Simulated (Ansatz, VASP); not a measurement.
GaP: VASP beside Ansatz

```
Ga P
1.0
     0.00000    2.72525    2.72525
     2.72525    0.00000    2.72525
     2.72525    2.72525    0.00000
Ga P
1 1
Direct
  0.00000 0.00000 0.00000
  0.75000 0.75000 0.75000
```

Alike in both runs: functional HF; k mesh 4 × 4 × 4; occupations fermi-dirac, width 0.05 eV; no spin polarisation.

|  | VASP | Ansatz |
| --- | --- | --- |
| version | VASP 6.6.1 | Ansatz 0.2.0 |
| potentials or method | VASP PAW PBE potentials, release 64 (Ga_d, P) | Ansatz PAW |
| plane-wave cutoff (eV) | 400 | 420 |
| valence electrons in the cell | 18 | 18 |
| task | single point | band structure |

VASP gave:

```
gap on the k mesh at the Fermi level (eV) : 7.87
least direct gap on the mesh (eV)         : 9.44
```

Task: Estimate Ansatz's values.

Result: gap on the k mesh at the Fermi level (eV): 7.72; least direct gap on the mesh (eV): 9.28.

VASP's potentials were made for PBE, not for HF. With one functional, cell and mesh, what is left measures potentials, basis and numerics.

The k mesh is coarse, so the values compare programs but aren't converged.
